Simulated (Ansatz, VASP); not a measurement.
## Si2N: VASP beside Ansatz

File INCAR:

```
SYSTEM = Si2N
PREC = Accurate
ENCUT = 520
EDIFF = 1E-7
ISMEAR = 0
SIGMA = 0.1
LREAL = .FALSE.
LASPH = .TRUE.
NELM = 80
ALGO = Normal
ISIF = 2
LWAVE = .FALSE.
LCHARG = .FALSE.
GGA = PE
NBANDS = 22
```

The input KPOINTS:

```
regular mesh
0
G
  4 4 4
  0 0 0
```

POSCAR

```
Si2N
1.0
    4.3254987500      0.0000000000      0.0000000000
    0.0000000000      4.3254987500      0.0000000000
    0.0000000000      0.0000000000      4.6196904600
Si N
4 2
Direct
    0.7252257900      0.7252257900      0.1954559200
    0.2747742100      0.2747742100      0.1954559200
    0.2747742100      0.7252257900      0.1954559200
    0.7252257900      0.2747742100      0.1954559200
    0.5000000000      0.0000000000      0.0565912800
    0.0000000000      0.5000000000      0.0565912800
```

Input for Ansatz:

```yaml
crystal:
  lattice:
    - [4.32549875, 0.0, 0.0]
    - [0.0, 4.32549875, 0.0]
    - [0.0, 0.0, 4.61969046]
  atoms:
    - { symbol: Si, position: [0.72522579, 0.72522579, 0.19545592] }
    - { symbol: Si, position: [0.27477421, 0.27477421, 0.19545592] }
    - { symbol: Si, position: [0.27477421, 0.72522579, 0.19545592] }
    - { symbol: Si, position: [0.72522579, 0.27477421, 0.19545592] }
    - { symbol: "N", position: [0.5, 0.0, 0.05659128] }
    - { symbol: "N", position: [0.0, 0.5, 0.05659128] }
basis:
  ecutwfc: 420
kpoints:
  mp_grid: { grid: [4, 4, 4] }
hamiltonian:
  xc: pbe
scf:
  occupations: { method: gaussian, width: 0.1 }
  lower_state_search: "off"
output:
  forces: true
  stress: true
  eigenvalues: true
```

Alike in both runs: task single point; functional PBE; k mesh 4 × 4 × 4; occupations gaussian, width 0.1 eV; no spin polarisation.

```csv
,VASP,Ansatz
version,VASP 6.6.1,Ansatz 0.2.0
potentials or method,"VASP PAW PBE potentials, release 64 (Si, N), cutoff 520 eV","scalar-relativistic, plane waves, PAW"
valence electrons in the cell,26,26
```

VASP gave:

```
gap on the k mesh at the Fermi level (eV) : 0.06
least direct gap on the mesh (eV)         : 0.30
rms of the force components (eV/Å)        : 5.146
```

Q: What did Ansatz give for the same quantities?

A: gap on the k mesh at the Fermi level (eV): 0.08; least direct gap on the mesh (eV): 0.30; rms of the force components (eV/Å): 5.153.

Atom by atom the forces differ by 0.021 eV/Å (rms over components). With one functional, cell and mesh, what is left measures potentials, basis and numerics.
